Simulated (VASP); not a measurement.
# Cr (P6_3/mmc) in VASP: a series of runs, part 2 of 2

VASP 6.6.1. Earlier steps stand in the parts before.

### 4 Single point, revPBE, collinear spin, ferromagnetic start (13.55 Å³/atom)

This run uses another cell than the first one, of 13.55 Å³/atom.

INCAR

```
SYSTEM = Cr
PREC = Accurate ; ENCUT = 520
EDIFF = 1E-6 ; ISMEAR = -1
SIGMA = 0.05 ; LREAL = .FALSE.
LASPH = .TRUE. ; NELM = 150
ALGO = Normal ; ISIF = 2
LWAVE = .FALSE. ; LCHARG = .TRUE.
ISPIN = 2 ; MAGMOM = 1.5 1.5
LORBIT = 11 ; LMAXMIX = 4
GGA = RE ; LELF = .TRUE.
LVHAR = .TRUE. ; NBANDS = 23
```

KPOINTS

```
regular mesh
0
G
  16 16 8
  0 0 0
```

POSCAR

```
Cr
1.0
    2.5941340953      0.0000000000      0.0000000000
   -1.2970670477      2.2465860274      0.0000000000
    0.0000000000      0.0000000000      4.6516471063
Cr
2
Direct
    0.3333333333      0.6666666667      0.2500000000
    0.6666666667      0.3333333333      0.7500000000
```

Potentials or basis: VASP PAW PBE potentials, release 64 (Cr_pv).

Launch:

```
> cat potpaw_PBE.64/Cr_pv/POTCAR > POTCAR
> mpirun -np 1 vasp_std > vasp.out
```

OUTCAR:

```text
SYSTEM = Cr
   PREC = Accurate
   ENCUT = 520
   EDIFF = 1E-6
   ISMEAR = -1
   LREAL = .FALSE.
   LASPH = .TRUE.
   NELM = 150
   ISIF = 2
   ISPIN = 2
   LORBIT = 11
   GGA = RE

 ion  position               nearest neighbor table
   1  0.333  0.667  0.250-   2 2.77   2 2.77   2 2.77   2 2.77   2 2.77   2 2.77
   2  0.667  0.333  0.750-   1 2.77   1 2.77   1 2.77   1 2.77   1 2.77   1 2.77

  LATTYP: Found a hexagonal cell.
 ALAT       =     2.5941340953
 C/A-ratio  =     1.7931405762

  Lattice vectors:

 A1 = (   2.5941340953,   0.0000000000,   0.0000000000)
 A2 = (  -1.2970670477,   2.2465860274,   0.0000000000)
 A3 = (   0.0000000000,   0.0000000000,   4.6516471063)

Analysis of symmetry for initial positions (statically):
=====================================================================
 Subroutine PRICEL returns:
 Original cell was already a primitive cell.

 Routine SETGRP: Setting up the symmetry group for a
 hexagonal supercell.

 Subroutine GETGRP returns: Found 24 space group operations
 (whereof 12 operations were pure point group operations)
 out of a pool of 24 trial point group operations.

The static configuration has the point symmetry D_3d.
 The point group associated with its full space group is D_6h.

Analysis of symmetry for dynamics (positions and initial velocities):
=====================================================================
 Subroutine PRICEL returns:
 Original cell was already a primitive cell.

 Routine SETGRP: Setting up the symmetry group for a
 hexagonal supercell.

 Subroutine GETGRP returns: Found 24 space group operations
 (whereof 12 operations were pure point group operations)
 out of a pool of 24 trial point group operations.

The dynamic configuration has the point symmetry D_3d.
 The point group associated with its full space group is D_6h.

[... 153 lines left out ...]
 number of electron      24.0000008 magnetization      -0.0001909

 Free energy of the ion-electron system (eV)
  ---------------------------------------------------
  ext. energy  EPLUGINS =         0.00000000
  ---------------------------------------------------
  free energy    TOTEN  =       -17.21101968 eV

  energy without entropy =      -17.17946978  energy(sigma->0) =      -17.19524473

 E-fermi :   8.7940     XC(G=0): -12.6626

 val. band max:        8.7902382847   @ k =   0.4375   0.0625   0.3750
 cond. band min:       8.7950365222   @ k =   0.0000   0.0000   0.0000
 fundamental gap:      0.0047982375
 Fermi energy:         8.7940464738

 spin component 1

 k-point     1 :       0.0000    0.0000    0.0000
  band No.  band energies     occupation
      1     -34.4404      1.00000
      2     -34.0198      1.00000
      3     -33.8716      1.00000
      4     -33.8716      1.00000
      5     -33.8303      1.00000
      6     -33.8303      1.00000
[... 613 lines left out ...]
     22      19.5626      0.00000
     23      20.8066      0.00000

 [... further k-points ...]

 spin component 2

 k-point     1 :       0.0000    0.0000    0.0000
  band No.  band energies     occupation
      1     -34.4405      1.00000
      2     -34.0199      1.00000
      3     -33.8717      1.00000
      4     -33.8717      1.00000
      5     -33.8304      1.00000
      6     -33.8304      1.00000
[... 613 lines left out ...]
     22      19.5625      0.00000
     23      20.8066      0.00000

 [... further k-points ...]

------------------------ aborting loop because EDIFF is reached ----------------------------------------

  FORCE on cell =-STRESS in cart. coord.  units (eV):
  Direction    XX          YY          ZZ          XY          YZ          ZX
  --------------------------------------------------------------------------------------
  -------------------------------------------------------------------------------------
  Total       -3.5859368     -3.5859368     -3.1315667      0.0000000     -0.0000000      0.0000000
  in kB     -211.9292905   -211.9292905   -185.0759637      0.0000000     -0.0000000      0.0000000
  external PRESSURE =    -202.9781816 kB  Pullay stress =       0.0000000 kB

 VOLUME and BASIS-vectors are now :
 -----------------------------------------------------------------------------
  energy-cutoff  :      520.00
  volume of cell :       27.11
      direct lattice vectors                 reciprocal lattice vectors
     2.594134095  0.000000000  0.000000000     0.385485084  0.222559917  0.000000000
    -1.297067048  2.246586027  0.000000000     0.000000000  0.445119834  0.000000000
     0.000000000  0.000000000  4.651647106     0.000000000  0.000000000  0.214977615

 POSITION                                       TOTAL-FORCE (eV/Angst)
 -----------------------------------------------------------------------------------
     -0.00000      1.49772      1.16291         0.000000     -0.000000      0.000000
      1.29707      0.74886      3.48874        -0.000000      0.000000      0.000000
 -----------------------------------------------------------------------------------
    total drift:                               -0.000000      0.000000     -0.000000

  FREE ENERGIE OF THE ION-ELECTRON SYSTEM (eV)
  ---------------------------------------------------
  free  energy   TOTEN  =       -17.2110196811 eV

  energy  without entropy=      -17.1794697808  energy(sigma->0) =      -17.19524473

 total charge

# of ion       s       p       d       tot
------------------------------------------
    1        0.407   6.303   4.076  10.786
    2        0.407   6.303   4.076  10.786
--------------------------------------------------
tot          0.814  12.606   8.152  21.573

 magnetization (x)

# of ion       s       p       d       tot
------------------------------------------
    1       -0.000  -0.000  -0.000  -0.000
    2       -0.000  -0.000  -0.000  -0.000
--------------------------------------------------
tot         -0.000  -0.000  -0.000  -0.000
```

stdout:

```text
POSCAR found type information on POSCAR Cr
 POSCAR found :  1 types and       2 ions
 scaLAPACK will be used
 -----------------------------------------------------------------------------
|                                                                             |
|                                                                             |
|     You enforced a specific xc type in the INCAR file but a different       |
|     I HOPE YOU KNOW WHAT YOU ARE DOING!                                     |
|                                                                             |
 -----------------------------------------------------------------------------

 LDA part: xc-table for (Slater+PW92), standard interpolation
 POSCAR, INCAR and KPOINTS ok, starting setup
 FFT: planning ... GRIDC
 FFT: planning ... GRID_SOFT
 FFT: planning ... GRID
 WAVECAR not read
 entering main loop
```

It took 98 s on 1 thread of AMD EPYC 9R45 (Zen 5), shared host; peak memory 0.21 GiB.

What came out:

```yaml
Free_energy: -17.2110 eV
Pressure: -20.3 GPa
Band_gap_on_the_k_mesh: zero (filled and empty bands overlap)
Net_moment: 0.00 μB per cell
Valence_electrons_inside_the_program's_atomic_spheres: Cr 10.79
```

Stress tensor (GPa, compression positive):
```
-21.19   0.00   0.00
  0.00 -21.19   0.00
  0.00   0.00 -18.51
```

Caveat: the cell stands under tension; the moments typed at the start vanished in this run; the PAW data sets were made with another functional, which shifts forces and pressure a little.
